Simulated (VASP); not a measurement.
# Sn (Fd-3m) in VASP: electric field gradients with PBEsol

Aim: the electric field gradients of Sn with PBEsol.

Everything below comes from runs of VASP 6.6.1. Logs are shortened: lines on timing, memory, paths and dates and some standing lists are left out, and cuts for length are marked.

### 1 The cell of the first run

The structure is cubic, space group Fd-3m (No. 227). The conventional cell has a = 6.542 Å, b = 6.542 Å, c = 6.542 Å, α = 90.00°, β = 90.00°, γ = 90.00°. Sn (site symmetry -43m) has 4 Sn at 2.83 Å within 3.7 Å.

This isn't the form of Sn at room conditions, which is tetragonal (white tin).

### 2 Electric field gradients, PBEsol

File INCAR:

```
SYSTEM = Sn
ALGO = Normal ; EDIFF = 1E-8
ENCUT = 520 ; GGA = PS
ISIF = 2 ; ISMEAR = -1
LASPH = .True. ; LCHARG = .False.
LEFG = .True. ; LREAL = .False.
LWAVE = .False. ; NBANDS = 21
NELM = 60 ; PREC = Accurate
SIGMA = 0.05
```

File KPOINTS:

```
k-points
0
Gamma
  8 8 8
  0 0 0
```

File POSCAR:

```
Sn
1.0
    0.0000000000      3.2710663102      3.2710663102
    3.2710663102      0.0000000000      3.2710663102
    3.2710663102      3.2710663102      0.0000000000
Sn
2
Direct
   -0.1250000000     -0.1250000000     -0.1250000000
    0.1250000000      0.1250000000      0.1250000000
```

Potentials or basis: VASP PAW PBE potentials, release 64 (Sn_d).

On the command line:

```sh
cat potpaw_PBE.64/Sn_d/POTCAR > POTCAR
mpirun -np 1 vasp_std > vasp.out
```

OUTCAR:

```text
SYSTEM = Sn
   EDIFF = 1E-8
   ENCUT = 520
   GGA = PS
   ISIF = 2
   ISMEAR = -1
   LASPH = .True.
   LREAL = .False.
   NELM = 60
   PREC = Accurate

 ion  position               nearest neighbor table
   1  0.875  0.875  0.875-   2 2.83   2 2.83   2 2.83   2 2.83
   2  0.125  0.125  0.125-   1 2.83   1 2.83   1 2.83   1 2.83

  LATTYP: Found a face centered cubic cell.
 ALAT       =     6.5421326204

  Lattice vectors:

 A1 = (   0.0000000000,   3.2710663102,   3.2710663102)
 A2 = (   3.2710663102,   0.0000000000,   3.2710663102)
 A3 = (   3.2710663102,   3.2710663102,   0.0000000000)

Analysis of symmetry for initial positions (statically):
=====================================================================
 Subroutine PRICEL returns:
 Original cell was already a primitive cell.

 Routine SETGRP: Setting up the symmetry group for a
 face centered cubic supercell.

 Subroutine GETGRP returns: Found 48 space group operations
 (whereof 12 operations were pure point group operations)
 out of a pool of 48 trial point group operations.

The static configuration has the point symmetry D_3d.
 The point group associated with its full space group is O_h .

Analysis of symmetry for dynamics (positions and initial velocities):
=====================================================================
 Subroutine PRICEL returns:
 Original cell was already a primitive cell.

 Routine SETGRP: Setting up the symmetry group for a
 face centered cubic supercell.

 Subroutine GETGRP returns: Found 48 space group operations
 (whereof 12 operations were pure point group operations)
 out of a pool of 48 trial point group operations.

The dynamic configuration has the point symmetry D_3d.
 The point group associated with its full space group is O_h .

 Subroutine INISYM returns: Found 48 space group operations
 (whereof 12 operations are pure point group operations),
 and found     1 'primitive' translations

----------------------------------------------------------------------------------------

                                     Primitive cell

  volume of cell :      70.0000

  direct lattice vectors                    reciprocal lattice vectors
[... 115 lines left out ...]
   IVDW    =     0    specifies the selected vdW correction
   LEPSILON=     F    determine dielectric tensor
   LRPA    =     F    only Hartree local field effects (RPA)
 non-spin polarized calculation
  energy-cutoff  :      520.00
  volume of cell :       70.00
 maximum number of plane-waves:      1902
 NGX is ok and might be reduce to    36
   NGX = 17   NGY = 17   NGZ = 17

 number of electron      27.9999986 magnetization

 Free energy of the ion-electron system (eV)
  ---------------------------------------------------
  ext. energy  EPLUGINS =         0.00000000
  ---------------------------------------------------
  free energy    TOTEN  =        -8.45758422 eV

  energy without entropy =       -8.45475817  energy(sigma->0) =       -8.45617119

 E-fermi :   5.1554     XC(G=0):  -8.9595

 val. band max:        5.1287494020   @ k =   0.5000   0.0000   0.0000
 cond. band min:       5.2270239835   @ k =   0.3750   0.0000   0.0000
 fundamental gap:      0.0982745815
 Fermi energy:         5.1554424970

 k-point     1 :       0.0000    0.0000    0.0000
  band No.  band energies     occupation
      1     -16.3149      2.00000
      2     -16.3149      2.00000
      3     -16.3149      2.00000
      4     -16.2577      2.00000
      5     -16.2577      2.00000
      6     -15.9654      2.00000
[... 565 lines left out ...]
     20      13.6605      0.00000
     21      14.1697      0.00000

 [... further k-points ...]
[... 5 lines left out ...]
  --------------------------------------------------------------------------------------
  -------------------------------------------------------------------------------------
  Total       -0.0390362     -0.0390362     -0.0390362     -0.0000000      0.0000000     -0.0000000
  in kB       -0.8934710     -0.8934710     -0.8934710     -0.0000000      0.0000000     -0.0000000
  external PRESSURE =      -0.8934710 kB  Pullay stress =       0.0000000 kB

 VOLUME and BASIS-vectors are now :
 -----------------------------------------------------------------------------
  energy-cutoff  :      520.00
  volume of cell :       70.00
      direct lattice vectors                 reciprocal lattice vectors
     0.000000000  3.271066310  3.271066310    -0.152855354  0.152855354  0.152855354
     3.271066310  0.000000000  3.271066310     0.152855354 -0.152855354  0.152855354
     3.271066310  3.271066310  0.000000000     0.152855354  0.152855354 -0.152855354

 POSITION                                       TOTAL-FORCE (eV/Angst)
 -----------------------------------------------------------------------------------
      5.72437      5.72437      5.72437         0.000000     -0.000000     -0.000000
      0.81777      0.81777      0.81777        -0.000000      0.000000      0.000000
 -----------------------------------------------------------------------------------
    total drift:                                0.000000      0.000000      0.000000

  FREE ENERGIE OF THE ION-ELECTRON SYSTEM (eV)
  ---------------------------------------------------
  free  energy   TOTEN  =        -8.4575842197 eV

  energy  without entropy=       -8.4547581666  energy(sigma->0) =       -8.45617119

 Electric field gradients (V/A^2)
---------------------------------------------------------------------
 ion       V_xx      V_yy      V_zz      V_xy      V_xz      V_yz
---------------------------------------------------------------------
   1      -0.000    -0.000     0.000     0.001     0.001     0.001
   2       0.000    -0.000     0.000     0.001     0.001     0.001
---------------------------------------------------------------------

 Electric field gradients after diagonalization (V/A^2)
 (convention: |V_zz| > |V_xx| > |V_yy|)
----------------------------------------------------------------------
 ion       V_xx      V_yy      V_zz     asymmetry (V_yy - V_xx)/ V_zz
----------------------------------------------------------------------
   1      -0.001    -0.001     0.002       0.000
   2      -0.001    -0.001     0.002       0.000
----------------------------------------------------------------------

           NMR quadrupolar parameters

 Cq : quadrupolar parameter    Cq=e*Q*V_zz/h
 eta: asymmetry parameters     (V_yy - V_xx)/ V_zz
 Q  : nuclear electric quadrupole moment in mb (millibarn)
----------------------------------------------------------------------
 ion       Cq(MHz)       eta       Q (mb)
----------------------------------------------------------------------
   1       0.000       0.000       1.000
   2       0.000       0.000       1.000
----------------------------------------------------------------------
```

stdout:

```text
POSCAR found type information on POSCAR Sn
 POSCAR found :  1 types and       2 ions
 scaLAPACK will be used
 -----------------------------------------------------------------------------
|                                                                             |
|                                                                             |
|     You enforced a specific xc type in the INCAR file but a different       |
|     I HOPE YOU KNOW WHAT YOU ARE DOING!                                     |
|                                                                             |
 -----------------------------------------------------------------------------

 LDA part: xc-table for (Slater+PW92), standard interpolation
 POSCAR, INCAR and KPOINTS ok, starting setup
 FFT: planning ... GRIDC
 FFT: planning ... GRID_SOFT
 FFT: planning ... GRID
 WAVECAR not read
 entering main loop
ion   1

ion   2
```

It took 52 s on 1 thread of Intel Xeon 8259CL, shared host; peak memory 0.21 GiB.

What came out:

| Item | Value |
| --- | --- |
| Free energy | -8.4576 eV |
| Pressure | -0.1 GPa |
| Band gap on the k mesh | zero (bands 14 and 15 overlap by 0.20 eV) |
| Largest electric field gradient by atom | zero within the noise of the run |

Caveat: the PAW data sets were made with another functional, which shifts forces and pressure a little; spin-orbit coupling is left out, which moves the levels of the heavy elements.
